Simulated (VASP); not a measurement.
# SrTiO3 (Pm-3m) in VASP: a series of runs

SrTiO3 is run at these levels: PBEsol; tasks: single point.

All numbers are computed with VASP 6.6.1; they aren't measurements. Logs are shortened: lines on timing, memory, paths and dates and some standing lists are left out, and cuts for length are marked.

## Step 1: The cell of the first run

Symmetry: Pm-3m, No. 221, cubic system. Conventional cell: a = 4.017 Å, b = 4.017 Å, c = 4.017 Å, α = 90.00°, β = 90.00°, γ = 90.00°. Within 3.7 Å of Sr (site symmetry m-3m) lie 12 O at 2.84 Å and 8 Ti at 3.48 Å. Ti (site symmetry m-3m) has 6 O at 2.01 Å within 2.7 Å. Within 2.7 Å of O (site symmetry 4/mmm) lie 2 Ti at 2.01 Å.

## Step 2: Single point, PBEsol (volume scaled by 1.10)

Contents of INCAR:

```
PREC = Accurate
ENCUT = 520
EDIFF = 1E-6
ISMEAR = 0
SIGMA = 0.02
LREAL = F
LASPH = T
NELM = 60
ALGO = Normal
ISIF = 2
LWAVE = F
LCHARG = T
GGA = PS
LELF = T
LVHAR = T
NBANDS = 28
```

Contents of KPOINTS:

```
Automatic mesh
0
Gamma
  8 8 8
```

Contents of POSCAR:

```
SrTiO3
1.0
    4.0167262426      0.0000000000      0.0000000000
    0.0000000000      4.0167262426      0.0000000000
    0.0000000000      0.0000000000      4.0167262426
Sr Ti O
1 1 3
Direct
    0.5000000000      0.5000000000      0.5000000000
    0.0000000000      0.0000000000      0.0000000000
    0.5000000000      0.0000000000      0.0000000000
    0.0000000000      0.5000000000      0.0000000000
    0.0000000000      0.0000000000      0.5000000000
```

Potentials or basis: VASP PAW PBE potentials, release 64 (Sr_sv, Ti_sv, O).

The run is started by

```
$ cat potpaw_PBE.64/Sr_sv/POTCAR potpaw_PBE.64/Ti_sv/POTCAR potpaw_PBE.64/O/POTCAR > POTCAR
$ mpirun -np 1 vasp_std > vasp.out
```

OUTCAR:

```text
PREC = Accurate
   ENCUT = 520
   EDIFF = 1E-6
   ISMEAR = 0
   LREAL = F
   LASPH = T
   NELM = 60
   ISIF = 2
   GGA = PS

 ion  position               nearest neighbor table
   1  0.500  0.500  0.500-   3 2.84   4 2.84   5 2.84   3 2.84   4 2.84   3 2.84   5 2.84   3 2.84
                             4 2.84   5 2.84   4 2.84   5 2.84   2 3.48   2 3.48   2 3.48   2 3.48
   2  0.000  0.000  0.000-   3 2.01   4 2.01   5 2.01   5 2.01   4 2.01   3 2.01   1 3.48   1 3.48
                             1 3.48   1 3.48   1 3.48   1 3.48   1 3.48   1 3.48
   3  0.500  0.000  0.000-   2 2.01   2 2.01   1 2.84   1 2.84   1 2.84   1 2.84
   4  0.000  0.500  0.000-   2 2.01   2 2.01   1 2.84   1 2.84   1 2.84   1 2.84
   5  0.000  0.000  0.500-   2 2.01   2 2.01   1 2.84   1 2.84   1 2.84   1 2.84

  LATTYP: Found a simple cubic cell.
 ALAT       =     4.0167262426

  Lattice vectors:

 A1 = (   4.0167262426,   0.0000000000,   0.0000000000)
 A2 = (   0.0000000000,   4.0167262426,   0.0000000000)
 A3 = (   0.0000000000,   0.0000000000,   4.0167262426)

Analysis of symmetry for initial positions (statically):
=====================================================================
 Subroutine PRICEL returns:
 Original cell was already a primitive cell.

 Routine SETGRP: Setting up the symmetry group for a
 simple cubic supercell.

 Subroutine GETGRP returns: Found 48 space group operations
 (whereof 48 operations were pure point group operations)
 out of a pool of 48 trial point group operations.

The static configuration has the point symmetry O_h .

Analysis of symmetry for dynamics (positions and initial velocities):
=====================================================================
 Subroutine PRICEL returns:
 Original cell was already a primitive cell.

 Routine SETGRP: Setting up the symmetry group for a
 simple cubic supercell.

 Subroutine GETGRP returns: Found 48 space group operations
 (whereof 48 operations were pure point group operations)
 out of a pool of 48 trial point group operations.

The dynamic configuration has the point symmetry O_h .

 Subroutine INISYM returns: Found 48 space group operations
 (whereof 48 operations are pure point group operations),
 and found     1 'primitive' translations

----------------------------------------------------------------------------------------

                                     Primitive cell

  volume of cell :      64.8062

  direct lattice vectors                    reciprocal lattice vectors
     4.016726243  0.000000000  0.000000000     0.248958963  0.000000000  0.000000000
[... 97 lines left out ...]
   NFREE  =      0    steps in history (QN), initial steepest desc. (CG)
   ISIF   =      2    stress and relaxation
   ISYM   =      2    0-nonsym 1-usesym 2-fastsym
   POTIM  = 0.5000    time-step for ionic-motion
   TEBEG  =    0.0;   TEEND  =   0.0 temperature during run
   PSTRESS=    0.0 pullay stress
   NELECT =      40.0000    total number of electrons
   NUPDOWN=      -1.0000    fix difference up-down
   EMIN   =  10.00;   EMAX   =-10.00  energy-range for DOS
   EFERMI =   0.00;   METHOD = LEGACY
   ISMEAR =     0;   SIGMA  =   0.02  broadening in eV -4-tet -1-fermi 0-gaus
   EFERMI_NEDOS =   21; number of points for ismear=-14 and -15
   IALGO  =     38    algorithm
   IMIX   =      4    mixing-type and parameters
     AMIX     =   0.40;   BMIX     =  1.00
     AMIX_MAG =   1.60;   BMIX_MAG =  1.00
  volume/ion in A,a.u.               =      12.96        87.47
  Fermi-wavevector in a.u.,A,eV,Ry     =   1.393871  2.634034 26.434439  1.942876
  Thomas-Fermi vector in A             =   2.517475
   LORBIT       =      0    0 simple, 1 ext, 2 COOP (PROOUT), +10 PAW based schemes
   GGA     = PS    functional components
   LHFCALC =     F    Hartree Fock is set to
   AEXX    =    0.0000 exact exchange contribution
   IVDW    =     0    specifies the selected vdW correction
   LEPSILON=     F    determine dielectric tensor
   LRPA    =     F    only Hartree local field effects (RPA)
 non-spin polarized calculation
 Gauss-broadening in eV      SIGMA  =   0.02
  energy-cutoff  :      520.00
  volume of cell :       64.81
 maximum number of plane-waves:      1775
 NGX is ok and might be reduce to    30
   NGX = 15   NGY = 15   NGZ = 15

 number of electron      39.9999976 magnetization

 Free energy of the ion-electron system (eV)
  ---------------------------------------------------
  ext. energy  EPLUGINS =         0.00000000
  ---------------------------------------------------
  free energy    TOTEN  =       -41.75681518 eV

  energy without entropy =      -41.75681518  energy(sigma->0) =      -41.75681518

 E-fermi :   3.4547     XC(G=0): -11.0948

 val. band max:        3.3582777566   @ k =   0.5000   0.5000   0.5000
 cond. band min:       5.0077560724   @ k =   0.0000   0.0000   0.0000
 fundamental gap:      1.6494783158
 Fermi energy:         3.4547197080

 k-point     1 :       0.0000    0.0000    0.0000
  band No.  band energies     occupation
      1     -53.1831      2.00000
      2     -29.5536      2.00000
      3     -29.4927      2.00000
      4     -29.4927      2.00000
      5     -29.4927      2.00000
      6     -13.6949      2.00000
[... 733 lines left out ...]
     27      11.1485      0.00000
     28      11.5971      0.00000

 [... further k-points ...]

------------------------ aborting loop because EDIFF is reached ----------------------------------------

  FORCE on cell =-STRESS in cart. coord.  units (eV):
  Direction    XX          YY          ZZ          XY          YZ          ZX
  --------------------------------------------------------------------------------------
  -------------------------------------------------------------------------------------
  Total       -5.5988773     -5.5988773     -5.5988773      0.0000000      0.0000000      0.0000000
  in kB     -138.4187218   -138.4187218   -138.4187218      0.0000000      0.0000000      0.0000000
  external PRESSURE =    -138.4187218 kB  Pullay stress =       0.0000000 kB

 VOLUME and BASIS-vectors are now :
 -----------------------------------------------------------------------------
  energy-cutoff  :      520.00
  volume of cell :       64.81
      direct lattice vectors                 reciprocal lattice vectors
     4.016726243  0.000000000  0.000000000     0.248958963  0.000000000  0.000000000
     0.000000000  4.016726243  0.000000000     0.000000000  0.248958963  0.000000000
     0.000000000  0.000000000  4.016726243     0.000000000  0.000000000  0.248958963

 POSITION                                       TOTAL-FORCE (eV/Angst)
 -----------------------------------------------------------------------------------
      2.00836      2.00836      2.00836         0.000000      0.000000      0.000000
      0.00000      0.00000      0.00000         0.000000      0.000000      0.000000
      2.00836      0.00000      0.00000         0.000000      0.000000      0.000000
      0.00000      2.00836      0.00000         0.000000      0.000000      0.000000
      0.00000      0.00000      2.00836         0.000000      0.000000      0.000000
 -----------------------------------------------------------------------------------
    total drift:                                0.000000     -0.000000      0.000000

  FREE ENERGIE OF THE ION-ELECTRON SYSTEM (eV)
  ---------------------------------------------------
  free  energy   TOTEN  =       -41.7568151819 eV

  energy  without entropy=      -41.7568151819  energy(sigma->0) =      -41.75681518
```

Run time: 59 s. Hardware: 1 thread of AMD EPYC 7R13 (Zen 3), shared host; peak memory 0.18 GiB.

Results:

```yaml
Free_energy: -41.7568 eV
Pressure: -13.8 GPa
Band_gap_on_the_k_mesh: 1.65 eV, indirect (least direct gap 2.05 eV)
```

Levels at points of the mesh, in eV from the valence-band top:
| k point | band 17 | band 18 | band 19 | band 20 | band 21 | band 22 | band 23 | band 24 |
| --- | --- | --- | --- | --- | --- | --- | --- | --- |
| (0.00, 0.00, 0.00) | -1.05 | -0.40 | -0.40 | -0.40 | 1.65 | 1.65 | 1.65 | 3.76 |
| (0.50, 0.00, 0.00) | -2.18 | -1.78 | -0.74 | -0.74 | 1.79 | 3.36 | 3.36 | 3.76 |
| (0.50, 0.50, 0.00) | -1.79 | -1.50 | -1.50 | -0.08 | 3.36 | 3.36 | 3.78 | 4.60 |
| (0.50, 0.50, 0.50) | -3.54 | 0.00 | 0.00 | 0.00 | 3.95 | 3.95 | 3.95 | 6.54 |

Caveat: the PAW data sets were made with another functional, which shifts forces and pressure a little. A k mesh can miss the band edges.

## Step 3: Single point, PBEsol (volume scaled by 0.94)

Contents of INCAR:

```
SYSTEM = SrTiO3
PREC = Accurate
ENCUT = 520
EDIFF = 1E-6
ISMEAR = 0
SIGMA = 0.02
LREAL = .False.
LASPH = .True.
NELM = 60
ALGO = Normal
ISIF = 2
LWAVE = .False.
LCHARG = .False.
GGA = PS
NBANDS = 28
```

Contents of KPOINTS:

```
regular mesh
0
Gamma
  8 8 8
  0 0 0
```

POSCAR: that of step 2 with these lines changed.

```diff
@@ -2,5 +2,5 @@
 1.0
-    4.0167262426      0.0000000000      0.0000000000
-    0.0000000000      4.0167262426      0.0000000000
-    0.0000000000      0.0000000000      4.0167262426
+    3.8116875166      0.0000000000      0.0000000000
+    0.0000000000      3.8116875166      0.0000000000
+    0.0000000000      0.0000000000      3.8116875166
 Sr Ti O
```

Potentials or basis: VASP PAW PBE potentials, release 64 (Sr_sv, Ti_sv, O).

The run is started by

```
$ cat potpaw_PBE.64/Sr_sv/POTCAR potpaw_PBE.64/Ti_sv/POTCAR potpaw_PBE.64/O/POTCAR > POTCAR
$ mpirun -np 1 vasp_std > vasp.out
```

OUTCAR:

```text
SYSTEM = SrTiO3
   PREC = Accurate
   ENCUT = 520
   EDIFF = 1E-6
   ISMEAR = 0
   LREAL = .False.
   LASPH = .True.
   NELM = 60
   ISIF = 2
   GGA = PS

 ion  position               nearest neighbor table
   1  0.500  0.500  0.500-   3 2.70   4 2.70   5 2.70   3 2.70   4 2.70   3 2.70   5 2.70   3 2.70
                             4 2.70   5 2.70   4 2.70   5 2.70   2 3.30   2 3.30   2 3.30   2 3.30
   2  0.000  0.000  0.000-   3 1.91   4 1.91   5 1.91   5 1.91   4 1.91   3 1.91   1 3.30   1 3.30
                             1 3.30   1 3.30   1 3.30   1 3.30   1 3.30   1 3.30
   3  0.500  0.000  0.000-   2 1.91   2 1.91   1 2.70   1 2.70   1 2.70   1 2.70
   4  0.000  0.500  0.000-   2 1.91   2 1.91   1 2.70   1 2.70   1 2.70   1 2.70
   5  0.000  0.000  0.500-   2 1.91   2 1.91   1 2.70   1 2.70   1 2.70   1 2.70

  LATTYP: Found a simple cubic cell.
 ALAT       =     3.8116875166

  Lattice vectors:

 A1 = (   3.8116875166,   0.0000000000,   0.0000000000)
 A2 = (   0.0000000000,   3.8116875166,   0.0000000000)
 A3 = (   0.0000000000,   0.0000000000,   3.8116875166)

Analysis of symmetry for initial positions (statically):
=====================================================================
 Subroutine PRICEL returns:
 Original cell was already a primitive cell.

 Routine SETGRP: Setting up the symmetry group for a
 simple cubic supercell.

 Subroutine GETGRP returns: Found 48 space group operations
 (whereof 48 operations were pure point group operations)
 out of a pool of 48 trial point group operations.

The static configuration has the point symmetry O_h .

Analysis of symmetry for dynamics (positions and initial velocities):
=====================================================================
 Subroutine PRICEL returns:
 Original cell was already a primitive cell.

 Routine SETGRP: Setting up the symmetry group for a
 simple cubic supercell.

 Subroutine GETGRP returns: Found 48 space group operations
 (whereof 48 operations were pure point group operations)
 out of a pool of 48 trial point group operations.

The dynamic configuration has the point symmetry O_h .

 Subroutine INISYM returns: Found 48 space group operations
 (whereof 48 operations are pure point group operations),
 and found     1 'primitive' translations

----------------------------------------------------------------------------------------

                                     Primitive cell

  volume of cell :      55.3799

  direct lattice vectors                    reciprocal lattice vectors
     3.811687517  0.000000000  0.000000000     0.262350992  0.000000000  0.000000000
     0.000000000  3.811687517  0.000000000     0.000000000  0.262350992  0.000000000
     0.000000000  0.000000000  3.811687517     0.000000000  0.000000000  0.262350992

  length of vectors
     3.811687517  3.811687517  3.811687517     0.262350992  0.262350992  0.262350992

  position of ions in fractional coordinates (direct lattice)
     0.500000000  0.500000000  0.500000000
     0.000000000  0.000000000  0.000000000
     0.500000000  0.000000000  0.000000000
     0.000000000  0.500000000  0.000000000
     0.000000000  0.000000000  0.500000000

  ion indices of the primitive-cell ions
   primitive index   ion index
[... 29 lines left out ...]

 Found     35 irreducible k-points:

 Following reciprocal coordinates:
            Coordinates               Weight
  0.000000  0.000000  0.000000      1.000000
  0.125000  0.000000  0.000000      6.000000
  0.250000  0.000000  0.000000      6.000000
  0.375000  0.000000  0.000000      6.000000
  0.500000  0.000000  0.000000      3.000000
  0.125000  0.125000  0.000000     12.000000
[... 16 lines left out ...]
  0.375000  0.375000  0.125000     24.000000
  0.500000  0.375000  0.125000     24.000000
 [... further k-points ...]
   k-points           NKPTS =     35   k-points in BZ     NKDIM =     35   number of bands    NBANDS=     28
   number of dos      NEDOS =    301   number of ions     NIONS =      5
   total plane-waves  NPLWV =  21952
   dimension x,y,z NGX =    28 NGY =   28 NGZ =   28
   dimension x,y,z NGXF=    56 NGYF=   56 NGZF=   56
   ions per type =               1   1   3
   NGX,Y,Z   is equivalent  to a cutoff of  12.21, 12.21, 12.21 a.u.
   NGXF,Y,Z  is equivalent  to a cutoff of  24.42, 24.42, 24.42 a.u.
 SYSTEM =  SrTiO3
   PREC   = accura    normal or accurate (medium, high low for compatibility)
   ISTART =      0    job   : 0-new  1-cont  2-samecut
   ICHARG =      2    charge: 1-file 2-atom 10-const
   ISPIN  =      1    spin polarized calculation?
   LNONCOLLINEAR =      F non collinear calculations
   LSORBIT =      F    spin-orbit coupling
   LASPH  =      T    aspherical Exc in radial PAW
   ENCUT  =  520.0 eV  38.22 Ry    6.18 a.u.   7.09  7.09  7.09*2*pi/ulx,y,z
   NELM   =     60;   NELMIN=  2; NELMDL= -5     # of ELM steps
   EDIFF  = 0.1E-05   stopping-criterion for ELM
   LREAL  =      F    real-space projection
   EDIFFG = 0.1E-04   stopping-criterion for IOM
   NSW    =      0    number of steps for IOM
   IBRION =     -1    ionic relax: 0-MD 1-quasi-New 2-CG
   NFREE  =      0    steps in history (QN), initial steepest desc. (CG)
   ISIF   =      2    stress and relaxation
   ISYM   =      2    0-nonsym 1-usesym 2-fastsym
   POTIM  = 0.5000    time-step for ionic-motion
   TEBEG  =    0.0;   TEEND  =   0.0 temperature during run
   PSTRESS=    0.0 pullay stress
   NELECT =      40.0000    total number of electrons
   NUPDOWN=      -1.0000    fix difference up-down
   EMIN   =  10.00;   EMAX   =-10.00  energy-range for DOS
   EFERMI =   0.00;   METHOD = LEGACY
   ISMEAR =     0;   SIGMA  =   0.02  broadening in eV -4-tet -1-fermi 0-gaus
   EFERMI_NEDOS =   21; number of points for ismear=-14 and -15
   IALGO  =     38    algorithm
   IMIX   =      4    mixing-type and parameters
     AMIX     =   0.40;   BMIX     =  1.00
     AMIX_MAG =   1.60;   BMIX_MAG =  1.00
  volume/ion in A,a.u.               =      11.08        74.74
  Fermi-wavevector in a.u.,A,eV,Ry     =   1.468850  2.775725 29.354858  2.157521
  Thomas-Fermi vector in A             =   2.584298
   LORBIT       =      0    0 simple, 1 ext, 2 COOP (PROOUT), +10 PAW based schemes
   GGA     = PS    functional components
   LHFCALC =     F    Hartree Fock is set to
   AEXX    =    0.0000 exact exchange contribution
   IVDW    =     0    specifies the selected vdW correction
   LEPSILON=     F    determine dielectric tensor
   LRPA    =     F    only Hartree local field effects (RPA)
 non-spin polarized calculation
 Gauss-broadening in eV      SIGMA  =   0.02
  energy-cutoff  :      520.00
  volume of cell :       55.38
 maximum number of plane-waves:      1504
   NGX = 15   NGY = 15   NGZ = 15

 number of electron      39.9999989 magnetization

 Free energy of the ion-electron system (eV)
  ---------------------------------------------------
  ext. energy  EPLUGINS =         0.00000000
  ---------------------------------------------------
  free energy    TOTEN  =       -41.85674971 eV

  energy without entropy =      -41.85674971  energy(sigma->0) =      -41.85674971

 E-fermi :   4.9300     XC(G=0): -11.9309

 val. band max:        4.6413627955   @ k =   0.5000   0.5000   0.5000
 cond. band min:       6.5625365642   @ k =   0.0000   0.0000   0.0000
 fundamental gap:      1.9211737687
 Fermi energy:         4.9299769260

 k-point     1 :       0.0000    0.0000    0.0000
  band No.  band energies     occupation
      1     -51.2565      2.00000
      2     -27.7976      2.00000
      3     -27.6742      2.00000
      4     -27.6742      2.00000
      5     -27.6742      2.00000
      6     -12.9850      2.00000
[... 733 lines left out ...]
     27      13.6165      0.00000
     28      13.7567      0.00000

 [... further k-points ...]

------------------------ aborting loop because EDIFF is reached ----------------------------------------

  FORCE on cell =-STRESS in cart. coord.  units (eV):
  Direction    XX          YY          ZZ          XY          YZ          ZX
  --------------------------------------------------------------------------------------
  -------------------------------------------------------------------------------------
  Total        4.8386170      4.8386170      4.8386170      0.0000000      0.0000000     -0.0000000
  in kB      139.9845024    139.9845024    139.9845024      0.0000000      0.0000000     -0.0000000
  external PRESSURE =     139.9845024 kB  Pullay stress =       0.0000000 kB

 VOLUME and BASIS-vectors are now :
 -----------------------------------------------------------------------------
  energy-cutoff  :      520.00
  volume of cell :       55.38
      direct lattice vectors                 reciprocal lattice vectors
     3.811687517  0.000000000  0.000000000     0.262350992  0.000000000  0.000000000
     0.000000000  3.811687517  0.000000000     0.000000000  0.262350992  0.000000000
     0.000000000  0.000000000  3.811687517     0.000000000  0.000000000  0.262350992

 POSITION                                       TOTAL-FORCE (eV/Angst)
 -----------------------------------------------------------------------------------
      1.90584      1.90584      1.90584         0.000000      0.000000      0.000000
      0.00000      0.00000      0.00000         0.000000      0.000000      0.000000
      1.90584      0.00000      0.00000         0.000000      0.000000      0.000000
      0.00000      1.90584      0.00000         0.000000      0.000000      0.000000
      0.00000      0.00000      1.90584         0.000000      0.000000      0.000000
 -----------------------------------------------------------------------------------
    total drift:                               -0.000000      0.000000     -0.000000

  FREE ENERGIE OF THE ION-ELECTRON SYSTEM (eV)
  ---------------------------------------------------
  free  energy   TOTEN  =       -41.8567497058 eV

  energy  without entropy=      -41.8567497058  energy(sigma->0) =      -41.85674971
```

It took 34 s on 1 thread of Intel Xeon Platinum 8488C (Sapphire Rapids), shared host; peak memory 0.19 GiB.

Results:

| Property | Result |
| --- | --- |
| Free energy | -41.8567 eV |
| Pressure | 14.0 GPa |
| Band gap on the k mesh | 1.92 eV, indirect (least direct gap 2.23 eV) |

Caveat: the PAW data sets were made with another functional, which shifts forces and pressure a little. A k mesh can miss the band edges.

(Part 1 of 2 ends here.)
